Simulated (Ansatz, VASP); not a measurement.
# Two plane-wave programs on SrO

```
Sr O
1.0
     0.00000    2.57989    2.57989
     2.57989    0.00000    2.57989
     2.57989    2.57989    0.00000
Sr O
1 1
Cartesian
  0.0000 0.0000 0.0000
  2.5799 2.5799 2.5799
```

Alike in both runs: task single point; functional PBE; k mesh 4 × 4 × 4; no spin polarisation.

```csv
,VASP,Ansatz
version,VASP 6.6.1,Ansatz 0.2.0
potentials or method,"VASP PAW PBE potentials, release 64 (Sr_sv, O)",plane waves
plane-wave cutoff (eV),600,420
occupations,"gaussian, width 0.01 eV",fixed
valence electrons in the cell,16,16
```

|  | VASP | Ansatz | Ansatz less VASP |
| --- | --- | --- | --- |
| gap on the k mesh at the Fermi level (eV) | 3.27 | 3.31 | +0.047 |
| pressure (GPa) | 2.3 | 1.8 | -0.47 |

The k mesh is coarse, so the values compare programs but aren't converged.
